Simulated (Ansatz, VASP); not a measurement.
## HPbNO4: VASP beside Ansatz

```
CELL_PARAMETERS angstrom
4.27531 -0.00040 0.00636
-2.08399 5.20775 -0.04907
-2.12377 -1.86574 4.91491
ATOMIC_POSITIONS crystal
H 0.99073 0.03330 0.90994
Pb 0.50274 0.81989 0.14287
N 0.00838 0.47408 0.50265
O 0.99816 0.92741 0.02877
O 0.19467 0.73435 0.60852
O 0.81673 0.35882 0.24556
O 0.01381 0.33121 0.65217
```

Alike in both runs: functional PBE; k mesh 5 × 4 × 4; occupations fermi-dirac, width 0.05 eV; no spin polarisation.

|  | VASP | Ansatz |
| --- | --- | --- |
| version | VASP 6.6.1 | Ansatz 0.2.0 |
| potentials or method | VASP PAW PBE potentials, release 64 (H, Pb_d, N, O), cutoff 520 eV | all-electron LAPW, scalar-relativistic |
| task | single point | band structure |

Ansatz gave:

```
gap on the k mesh at the Fermi level (eV)                     : 2.97
least direct gap on the mesh (eV)                             : 3.17
pressure (GPa)                                                : -0.1
traceless stress, the component that is largest in VASP (GPa) : 0.10
rms of the force components (eV/Å)                            : 0.020
```

Problem. Estimate VASP's values.

Solution. gap on the k mesh at the Fermi level (eV): 2.93; least direct gap on the mesh (eV): 3.14; pressure (GPa): 0.6; traceless stress, the component that is largest in VASP (GPa): -0.76; rms of the force components (eV/Å): 0.149.

Atom by atom the forces differ by 0.169 eV/Å (rms over components). One of these differences is far larger than is usual between the two programs; its cause wasn't traced. Ansatz ran all-electron here, and VASP with PAW potentials.

Neither program's run includes spin-orbit coupling.
